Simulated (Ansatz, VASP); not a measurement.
# One calculation of SiC, two programs

```
CELL_PARAMETERS angstrom
0.01026 2.18999 2.17016
2.18999 0.01026 2.17016
2.20024 2.20024 0.00000
ATOMIC_POSITIONS crystal
Si 0.00045 0.00045 0.99955
C 0.24955 0.24955 0.25045
```

Change from the starting cell: strained cell.

Alike in both runs: task relaxation of the atoms; functional PBEsol; k mesh 10 × 10 × 10; occupations gaussian, width 0.02 eV; no spin polarisation.

|  | VASP | Ansatz |
| --- | --- | --- |
| version | VASP 6.6.1 | Ansatz 0.2.0 |
| potentials or method | VASP PAW PBE potentials, release 64 (Si, C), cutoff 520 eV | scalar-relativistic, plane waves, PAW |
| valence electrons in the cell | 8 | 8 |

|  | VASP | Ansatz | Ansatz less VASP |
| --- | --- | --- | --- |
| gap on the k mesh at the Fermi level, each at its own relaxed structure (eV) | 1.14 | 1.15 | +0.010 |

VASP's potentials were made for PBE, not for PBEsol, and Ansatz warns of the same on its side. Ansatz's warnings: stress scf threshold loose.
